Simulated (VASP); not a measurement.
AgB2: single point with PBE-based screened hybrid with 25 % exact exchange

The system is AgB2.

```
Ag B
1.0
     3.00000    0.00000    0.00000
    -1.50000    2.59808    0.00000
     0.00000    0.00000    3.24000
Ag B
1 2
Direct
  0.00000 0.00000 0.00000
  0.66667 0.33333 0.50000
  0.33333 0.66667 0.50000
```

```
Program             : VASP 6.6.1
Task                : single point
Functional          : PBE-based screened hybrid with 25 % exact exchange
Potentials or basis : VASP PAW PBE potentials, release 64 (Ag, B)
Cutoff              : 520 eV
k mesh              : 5 × 5 × 4
Occupations         : fermi-dirac, width 0.05 eV
Spin                : no spin polarisation
```

| Item | Value |
| --- | --- |
| Pressure | 51.8 GPa |
| Band gap on the k mesh | zero (an odd number of electrons rules out a gap without spin polarisation) |

Stress tensor (GPa, compression positive):
```
38.96  0.00  0.00
 0.00 38.96  0.00
 0.00  0.00 77.47
```

Levels at points of the mesh, in eV from the Fermi level:
```
           k point  band 5  band 6  band 7  band 8  band 9  band 10  band 11  band 12
(0.00, 0.00, 0.00)   -5.91   -5.91   -3.33    1.19    1.19     6.59     6.59     6.74
(0.00, 0.00, 0.50)   -6.67   -6.67   -5.63   -0.22   -0.22     8.07    10.33    10.33
```

It took 10 min on 1 thread of Intel(R) Xeon(R) Platinum 8375C CPU @ 2.90GHz (Ice Lake), on a shared host, peak memory 0.25 GiB.

Caveat: the k points lie up to 0.48 Å⁻¹ apart, too coarse for converged energies and pressures of a metal; the PAW data sets were made with another functional, which shifts forces and pressure a little.
